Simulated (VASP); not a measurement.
A run of VASP 6.6.1:

Contents of INCAR:

```
SYSTEM = MgS
PREC     = Accurate       ! precision mode
ENCUT    = 520            ! plane-wave cutoff, eV
EDIFF    = 1E-6           ! SCF threshold, eV
ISMEAR   = -1             ! smearing method
SIGMA    = 0.05           ! smearing width, eV
LREAL    = .False.        ! projectors in reciprocal space
LASPH    = .True.         ! aspherical terms in the spheres
NELM     = 60             ! most SCF steps
ALGO     = Normal         ! electronic algorithm
ISIF     = 2              ! what is computed and relaxed
LWAVE    = .False.        ! write WAVECAR
LCHARG   = .False.        ! write CHGCAR
GGA      = B5             ! functional
ALDAX    = 1.0          
AGGAX    = 1.0          
AGGAC    = 1.0          
ALDAC    = 0.0          
NBANDS   = 11             ! bands
```

Contents of KPOINTS:

```
regular mesh
0
Gamma
  8 8 8
  0 0 0
```

The input POSCAR:

```
MgS
1.0
    0.0000000000      2.8729428611      2.8729428611
    2.8729428611      0.0000000000      2.8729428611
    2.8729428611      2.8729428611      0.0000000000
S Mg
1 1
Direct
    0.2500000000      0.2500000000      0.2500000000
    0.0000000000      0.0000000000      0.0000000000
```

Potentials or basis: VASP PAW PBE potentials, release 64 (S, Mg).

Run with:

```console
$ cat potpaw_PBE.64/S/POTCAR potpaw_PBE.64/Mg/POTCAR > POTCAR
$ mpirun -np 1 vasp_std > vasp.out
```

Hardware: 1 thread of Intel Xeon 6975P-C, with other jobs on the host.

Estimate the wall time of this run.

Wall time 24 s on 1 thread of Intel Xeon 6975P-C (shared host), peak memory 0.17 GiB. Counts: scf iterations 12, k points 29.
